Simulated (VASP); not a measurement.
# Se (Fd-3m) in VASP: further runs

Runs on Se. Level: BLYP. Tasks: single point.

Everything below comes from runs of VASP 6.6.1. Logs are shortened: lines on timing, memory, paths and dates and some standing lists are left out, and cuts for length are marked.

**1. The cell of the first run**

It takes space group Fd-3m (No. 227, cubic). The conventional cell has a = 6.662 Å, b = 6.662 Å, c = 6.662 Å, α = 90.00°, β = 90.00°, γ = 90.00°. Within 3.8 Å of Se (site symmetry -43m) lie 4 Se at 2.88 Å.

**2. Single point, BLYP (volume scaled by 1.08)**

Input file INCAR:

```
SYSTEM = Se
AGGAC    = 1.0          
AGGAX    = 1.0          
ALDAC    = 0.0          
ALDAX    = 1.0          
ALGO     = Normal         ! electronic algorithm
EDIFF    = 1E-6           ! SCF threshold, eV
ENCUT    = 520            ! plane-wave cutoff, eV
GGA      = B5             ! functional
ISIF     = 2              ! what is computed and relaxed
ISMEAR   = -1             ! smearing method
LASPH    = .True.         ! aspherical terms in the spheres
LCHARG   = .False.        ! write CHGCAR
LREAL    = .False.        ! projectors in reciprocal space
LWAVE    = .False.        ! write WAVECAR
NBANDS   = 13             ! bands
NELM     = 100            ! most SCF steps
PREC     = Accurate       ! precision mode
SIGMA    = 0.1            ! smearing width, eV
```

Input file KPOINTS:

```
k-points
0
Gamma
  10 10 10
  0 0 0
```

Input file POSCAR:

```
Se
1.0
    0.0000000000      3.3308303455      3.3308303455
    3.3308303455      0.0000000000      3.3308303455
    3.3308303455      3.3308303455      0.0000000000
Se
2
Direct
    0.1250000000      0.1250000000      0.1250000000
    0.8750000000      0.8750000000      0.8750000000
```

Potentials or basis: VASP PAW PBE potentials, release 64 (Se).

Started as:

```console
cat potpaw_PBE.64/Se/POTCAR > POTCAR
mpirun -np 1 vasp_std > vasp.out
```

OUTCAR:

```text
SYSTEM = Se
   EDIFF = 1E-6
   ENCUT = 520
   GGA = B5
   ISIF = 2
   ISMEAR = -1
   LASPH = .True.
   LREAL = .False.
   NELM = 100
   PREC = Accurate

 ion  position               nearest neighbor table
   1  0.125  0.125  0.125-
   2  0.875  0.875  0.875-

  LATTYP: Found a face centered cubic cell.
 ALAT       =     6.6616606910

  Lattice vectors:

 A1 = (   0.0000000000,   3.3308303455,   3.3308303455)
 A2 = (   3.3308303455,   0.0000000000,   3.3308303455)
 A3 = (   3.3308303455,   3.3308303455,   0.0000000000)

Analysis of symmetry for initial positions (statically):
=====================================================================
 Subroutine PRICEL returns:
 Original cell was already a primitive cell.

 Routine SETGRP: Setting up the symmetry group for a
 face centered cubic supercell.

 Subroutine GETGRP returns: Found 48 space group operations
 (whereof 12 operations were pure point group operations)
 out of a pool of 48 trial point group operations.

The static configuration has the point symmetry D_3d.
 The point group associated with its full space group is O_h .

Analysis of symmetry for dynamics (positions and initial velocities):
=====================================================================
 Subroutine PRICEL returns:
 Original cell was already a primitive cell.

 Routine SETGRP: Setting up the symmetry group for a
 face centered cubic supercell.

 Subroutine GETGRP returns: Found 48 space group operations
 (whereof 12 operations were pure point group operations)
 out of a pool of 48 trial point group operations.

The dynamic configuration has the point symmetry D_3d.
 The point group associated with its full space group is O_h .

 Subroutine INISYM returns: Found 48 space group operations
 (whereof 12 operations are pure point group operations),
 and found     1 'primitive' translations

----------------------------------------------------------------------------------------

                                     Primitive cell

  volume of cell :      73.9073

  direct lattice vectors                    reciprocal lattice vectors
     0.000000000  3.330830345  3.330830345    -0.150112719  0.150112719  0.150112719
     3.330830345  0.000000000  3.330830345     0.150112719 -0.150112719  0.150112719
     3.330830345  3.330830345  0.000000000     0.150112719  0.150112719 -0.150112719

  length of vectors
     4.710505449  4.710505449  4.710505449     0.260002856  0.260002856  0.260002856

  position of ions in fractional coordinates (direct lattice)
     0.125000000  0.125000000  0.125000000
     0.875000000  0.875000000  0.875000000

  ion indices of the primitive-cell ions
   primitive index   ion index
                 1           1
                 2           2

----------------------------------------------------------------------------------------

 KPOINTS: k-points

Automatic generation of k-mesh.
 Grid dimensions read from file:
 generate k-points for:   10   10   10

 Generating k-lattice:

  Cartesian coordinates                     Fractional coordinates (reciprocal lattice)
    -0.015011272  0.015011272  0.015011272     0.100000000  0.000000000  0.000000000
     0.015011272 -0.015011272  0.015011272     0.000000000  0.100000000  0.000000000
     0.015011272  0.015011272 -0.015011272     0.000000000  0.000000000  0.100000000

  Length of vectors
     0.026000286  0.026000286  0.026000286

  Shift w.r.t. Gamma in fractional coordinates (k-lattice)
     0.000000000  0.000000000  0.000000000

 Subroutine IBZKPT returns following result:
 ===========================================

 Found     47 irreducible k-points:

 Following reciprocal coordinates:
            Coordinates               Weight
  0.000000  0.000000  0.000000      1.000000
  0.100000  0.000000  0.000000      8.000000
  0.200000  0.000000  0.000000      8.000000
  0.300000  0.000000  0.000000      8.000000
  0.400000  0.000000  0.000000      8.000000
  0.500000  0.000000  0.000000      4.000000
[... 16 lines left out ...]
  0.300000  0.300000  0.000000      6.000000
  0.400000  0.300000  0.000000     24.000000
 [... further k-points ...]
   k-points           NKPTS =     47   k-points in BZ     NKDIM =     47   number of bands    NBANDS=     13
   number of dos      NEDOS =    301   number of ions     NIONS =      2
   total plane-waves  NPLWV =  46656
   dimension x,y,z NGX =    36 NGY =   36 NGZ =   36
   dimension x,y,z NGXF=    72 NGYF=   72 NGZF=   72
   ions per type =               2
   NGX,Y,Z   is equivalent  to a cutoff of  12.71, 12.71, 12.71 a.u.
   NGXF,Y,Z  is equivalent  to a cutoff of  25.41, 25.41, 25.41 a.u.
 SYSTEM =  Se
   PREC   = accura    normal or accurate (medium, high low for compatibility)
   ISTART =      0    job   : 0-new  1-cont  2-samecut
   ICHARG =      2    charge: 1-file 2-atom 10-const
   ISPIN  =      1    spin polarized calculation?
   LNONCOLLINEAR =      F non collinear calculations
   LSORBIT =      F    spin-orbit coupling
   LASPH  =      T    aspherical Exc in radial PAW
   ENCUT  =  520.0 eV  38.22 Ry    6.18 a.u.   8.76  8.76  8.76*2*pi/ulx,y,z
   NELM   =    100;   NELMIN=  2; NELMDL= -5     # of ELM steps
   EDIFF  = 0.1E-05   stopping-criterion for ELM
   LREAL  =      F    real-space projection
   EDIFFG = 0.1E-04   stopping-criterion for IOM
   NSW    =      0    number of steps for IOM
   IBRION =     -1    ionic relax: 0-MD 1-quasi-New 2-CG
   NFREE  =      0    steps in history (QN), initial steepest desc. (CG)
   ISIF   =      2    stress and relaxation
   ISYM   =      2    0-nonsym 1-usesym 2-fastsym
   POTIM  = 0.5000    time-step for ionic-motion
   TEBEG  =    0.0;   TEEND  =   0.0 temperature during run
   PSTRESS=    0.0 pullay stress
   NELECT =      12.0000    total number of electrons
   NUPDOWN=      -1.0000    fix difference up-down
   EMIN   =  10.00;   EMAX   =-10.00  energy-range for DOS
   EFERMI =   0.00;   METHOD = LEGACY
   ISMEAR =    -1;   SIGMA  =   0.10  broadening in eV -4-tet -1-fermi 0-gaus
   EFERMI_NEDOS =   21; number of points for ismear=-14 and -15
   IALGO  =     38    algorithm
   IMIX   =      4    mixing-type and parameters
     AMIX     =   0.40;   BMIX     =  1.00
     AMIX_MAG =   1.60;   BMIX_MAG =  1.00
  volume/ion in A,a.u.               =      36.95       249.38
  Fermi-wavevector in a.u.,A,eV,Ry     =   0.893112  1.687738 10.852681  0.797650
  Thomas-Fermi vector in A             =   2.015148
   LORBIT       =      0    0 simple, 1 ext, 2 COOP (PROOUT), +10 PAW based schemes
   GGA     = B5    functional components
   LHFCALC =     F    Hartree Fock is set to
   AEXX    =    0.0000 exact exchange contribution
   IVDW    =     0    specifies the selected vdW correction
   LEPSILON=     F    determine dielectric tensor
   LRPA    =     F    only Hartree local field effects (RPA)
 non-spin polarized calculation
  energy-cutoff  :      520.00
  volume of cell :       73.91
 maximum number of plane-waves:      2012
   NGX = 17   NGY = 17   NGZ = 17

 number of electron      11.9999997 magnetization

 Free energy of the ion-electron system (eV)
  ---------------------------------------------------
  ext. energy  EPLUGINS =         0.00000000
  ---------------------------------------------------
  free energy    TOTEN  =        -5.12173802 eV

  energy without entropy =       -5.06172915  energy(sigma->0) =       -5.09173359

 E-fermi :   1.0847     XC(G=0):  -7.0862

 val. band max:        1.0806968274   @ k =   0.2000   0.1000   0.0000
 cond. band min:       1.1110448482   @ k =   0.2000   0.1000   0.0000
 fundamental gap:      0.0303480208
 Fermi energy:         1.0847073332

 k-point     1 :       0.0000    0.0000    0.0000
  band No.  band energies     occupation
      1     -13.2112      2.00000
      2      -9.5603      2.00000
      3      -1.7200      2.00000
      4      -1.7200      2.00000
      5      -1.7200      2.00000
      6       0.5538      1.99016
      7       0.5538      1.99016
      8       0.5538      1.99016
      9       5.6740      0.00000
     10       9.0454      0.00000
     11       9.0454      0.00000
     12      10.6893      0.00000
     13      10.6893      0.00000

 k-point     2 :       0.1000    0.0000    0.0000
  band No.  band energies     occupation
      1     -13.1604      2.00000
      2      -9.6597      2.00000
      3      -1.7925      2.00000
      4      -1.7925      2.00000
      5      -1.7760      2.00000
      6       0.6433      1.97607
      7       0.6588      1.97212
      8       0.6588      1.97212
      9       5.9447      0.00000
     10       8.8037      0.00000
     11       8.8037      0.00000
     12      10.4636      0.00000
     13      11.2079      0.00000

 k-point     3 :       0.2000    0.0000    0.0000
  band No.  band energies     occupation
      1     -13.0147      2.00000
      2      -9.9281      2.00000
      3      -1.9575      2.00000
      4      -1.9575      2.00000
      5      -1.9407      2.00000
      6       0.9052      1.71516
      7       0.9052      1.71516
      8       0.9508      1.58462
      9       6.5954      0.00000
     10       8.5335      0.00000
     11       8.5335      0.00000
     12      10.1244      0.00000
     13      12.2470      0.00000
[... 305 lines left out ...]
 k-point    23 :       0.3000    0.3000    0.0000
  band No.  band energies     occupation
      1     -12.6178      2.00000
      2     -10.5541      2.00000
      3      -2.6006      2.00000
      4      -2.6006      2.00000
      5      -0.9533      2.00000
      6      -0.1818      1.99999
      7       2.0164      0.00018
      8       2.0164      0.00018
      9       6.8583      0.00000
     10       7.9889      0.00000
     11      10.1774      0.00000
     12      11.6600      0.00000
     13      11.9875      0.00000

 k-point    24 :       0.4000    0.3000    0.0000
  band No.  band energies     occupation
      1     -12.3974      2.00000
      2     -10.8547      2.00000
      3      -2.8095      2.00000
      4      -2.7066      2.00000
      5      -0.8328      2.00000
      6      -0.1435      1.99999
      7       2.2436      0.00002
      8       2.2837      0.00001
      9       6.8989      0.00000
     10       8.1015      0.00000
     11      10.3916      0.00000
     12      11.2423      0.00000
     13      11.4613      0.00000

 [... further k-points ...]
[... 5 lines left out ...]
  --------------------------------------------------------------------------------------
  -------------------------------------------------------------------------------------
  Total       -0.9577238     -0.9577238     -0.9577238     -0.0000000     -0.0000000      0.0000000
  in kB      -20.7617206    -20.7617206    -20.7617206     -0.0000000     -0.0000000      0.0000000
  external PRESSURE =     -20.7617206 kB  Pullay stress =       0.0000000 kB

 VOLUME and BASIS-vectors are now :
 -----------------------------------------------------------------------------
  energy-cutoff  :      520.00
  volume of cell :       73.91
      direct lattice vectors                 reciprocal lattice vectors
     0.000000000  3.330830345  3.330830345    -0.150112719  0.150112719  0.150112719
     3.330830345  0.000000000  3.330830345     0.150112719 -0.150112719  0.150112719
     3.330830345  3.330830345  0.000000000     0.150112719  0.150112719 -0.150112719

 POSITION                                       TOTAL-FORCE (eV/Angst)
 -----------------------------------------------------------------------------------
      0.83271      0.83271      0.83271         0.000000     -0.000000     -0.000000
      5.82895      5.82895      5.82895        -0.000000      0.000000      0.000000
 -----------------------------------------------------------------------------------
    total drift:                               -0.000000     -0.000000     -0.000000

  FREE ENERGIE OF THE ION-ELECTRON SYSTEM (eV)
  ---------------------------------------------------
  free  energy   TOTEN  =        -5.1217380240 eV

  energy  without entropy=       -5.0617291546  energy(sigma->0) =       -5.09173359
```

Wall time 25 s (1 thread of Intel Xeon 6975P-C (Granite Rapids), shared host); peak memory 0.21 GiB.

Results:

```
Free energy            : -5.1217 eV
Pressure               : -2.1 GPa
Band gap on the k mesh : zero (band 6 reaches 1.41 eV, above the bottom of band 7 at 0.55 eV)
```

Levels at points of the mesh, in eV from the Fermi level:
| k point | band 3 | band 4 | band 5 | band 6 | band 7 | band 8 | band 9 | band 10 |
| --- | --- | --- | --- | --- | --- | --- | --- | --- |
| (0.00, 0.00, 0.00) | -2.80 | -2.80 | -2.80 | -0.53 | -0.53 | -0.53 | 4.59 | 7.96 |
| (0.50, 0.00, 0.00) | -3.47 | -3.37 | -3.37 | 0.33 | 0.33 | 1.09 | 6.99 | 7.08 |
| (0.50, 0.50, 0.00) | -3.99 | -3.99 | -1.62 | -1.62 | 1.63 | 1.63 | 6.33 | 6.33 |

Caveat: the PAW data sets were made with another functional, which shifts forces and pressure a little.

**3. Single point, BLYP (volume scaled by 1.12)**

Input file INCAR:

```
SYSTEM = Se
PREC     = Accurate       ! precision mode
ENCUT    = 520            ! plane-wave cutoff, eV
EDIFF    = 1E-7           ! SCF threshold, eV
ISMEAR   = -1             ! smearing method
SIGMA    = 0.1            ! smearing width, eV
LREAL    = .False.        ! projectors in reciprocal space
LASPH    = .True.         ! aspherical terms in the spheres
NELM     = 100            ! most SCF steps
ALGO     = Normal         ! electronic algorithm
ISIF     = 2              ! what is computed and relaxed
LWAVE    = .False.        ! write WAVECAR
LCHARG   = .False.        ! write CHGCAR
GGA      = B5             ! functional
ALDAX    = 1.0          
AGGAX    = 1.0          
AGGAC    = 1.0          
ALDAC    = 0.0          
NBANDS   = 13             ! bands
```

Input file KPOINTS:

```
Automatic mesh
0
Gamma
  10 10 10
  0 0 0
```

Input file POSCAR:

```
Se
1.0
    0.0000000000      3.3714542315      3.3714542315
    3.3714542315      0.0000000000      3.3714542315
    3.3714542315      3.3714542315      0.0000000000
Se
2
Direct
    0.1250000000      0.1250000000      0.1250000000
    0.8750000000      0.8750000000      0.8750000000
```

Potentials or basis: VASP PAW PBE potentials, release 64 (Se).

Started as:

```console
cat potpaw_PBE.64/Se/POTCAR > POTCAR
mpirun -np 1 vasp_std > vasp.out
```

OUTCAR:

```text
SYSTEM = Se
   PREC = Accurate
   ENCUT = 520
   EDIFF = 1E-7
   ISMEAR = -1
   LREAL = .False.
   LASPH = .True.
   NELM = 100
   ISIF = 2
   GGA = B5

 ion  position               nearest neighbor table
   1  0.125  0.125  0.125-
   2  0.875  0.875  0.875-

  LATTYP: Found a face centered cubic cell.
 ALAT       =     6.7429084630

  Lattice vectors:

 A1 = (   0.0000000000,   3.3714542315,   3.3714542315)
 A2 = (   3.3714542315,   0.0000000000,   3.3714542315)
[... 568 lines left out ...]
 [... further k-points ...]

------------------------ aborting loop because EDIFF is reached ----------------------------------------

  FORCE on cell =-STRESS in cart. coord.  units (eV):
  Direction    XX          YY          ZZ          XY          YZ          ZX
  --------------------------------------------------------------------------------------
  -------------------------------------------------------------------------------------
  Total       -1.3644762     -1.3644762     -1.3644762      0.0000000     -0.0000000      0.0000000
  in kB      -28.5229691    -28.5229691    -28.5229691      0.0000000     -0.0000000      0.0000000
  external PRESSURE =     -28.5229691 kB  Pullay stress =       0.0000000 kB

 VOLUME and BASIS-vectors are now :
 -----------------------------------------------------------------------------
  energy-cutoff  :      520.00
  volume of cell :       76.64
      direct lattice vectors                 reciprocal lattice vectors
     0.000000000  3.371454232  3.371454232    -0.148303956  0.148303956  0.148303956
     3.371454232  0.000000000  3.371454232     0.148303956 -0.148303956  0.148303956
     3.371454232  3.371454232  0.000000000     0.148303956  0.148303956 -0.148303956

 POSITION                                       TOTAL-FORCE (eV/Angst)
 -----------------------------------------------------------------------------------
      0.84286      0.84286      0.84286         0.000000      0.000000     -0.000000
      5.90004      5.90004      5.90004        -0.000000     -0.000000      0.000000
 -----------------------------------------------------------------------------------
    total drift:                               -0.000000      0.000000      0.000000

  FREE ENERGIE OF THE ION-ELECTRON SYSTEM (eV)
  ---------------------------------------------------
  free  energy   TOTEN  =        -5.0794790684 eV

  energy  without entropy=       -5.0182207096  energy(sigma->0) =       -5.04884989
```

Run time: 30 s. Hardware: 1 thread of Intel Xeon 6975P-C (Granite Rapids), shared host; peak memory 0.21 GiB.

What came out:

```
Free energy            : -5.0795 eV
Pressure               : -2.9 GPa
Band gap on the k mesh : zero (band 6 reaches 1.13 eV, above the bottom of band 7 at 0.31 eV)
```

Caveat: the PAW data sets were made with another functional, which shifts forces and pressure a little.
